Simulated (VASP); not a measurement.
A run of VASP 6.6.1 is set up as follows.

INCAR

```
ALGO = Normal ; EDIFF = 1E-6
ENCUT = 520 ; GGA = PE
ISIF = 2 ; ISMEAR = 1
LASPH = True ; LCHARG = False
LREAL = False ; LWAVE = False
NBANDS = 30 ; NELM = 100
PREC = Accurate ; SIGMA = 0.1
```

The input KPOINTS:

```
k-points
0
Gamma
  6 6 6
```

The input POSCAR:

```
BiPt3
1.0
    4.0420164812      0.0000000000      0.0000000000
    0.0000000000      4.0420164812      0.0000000000
    0.0000000000      0.0000000000      4.0420164812
Bi Pt
1 3
Direct
    0.0000000000      0.0000000000      0.0000000000
    0.0000000000      0.5000000000      0.5000000000
    0.5000000000      0.0000000000      0.5000000000
    0.5000000000      0.5000000000      0.0000000000
```

Potentials or basis: VASP PAW PBE potentials, release 64 (Bi_d, Pt).

Command:

```bash
$ cat potpaw_PBE.64/Bi_d/POTCAR potpaw_PBE.64/Pt/POTCAR > POTCAR
$ mpirun -np 1 vasp_std > vasp.out
```

Problem. Predict the pressure.

Solution. 20.2 GPa.
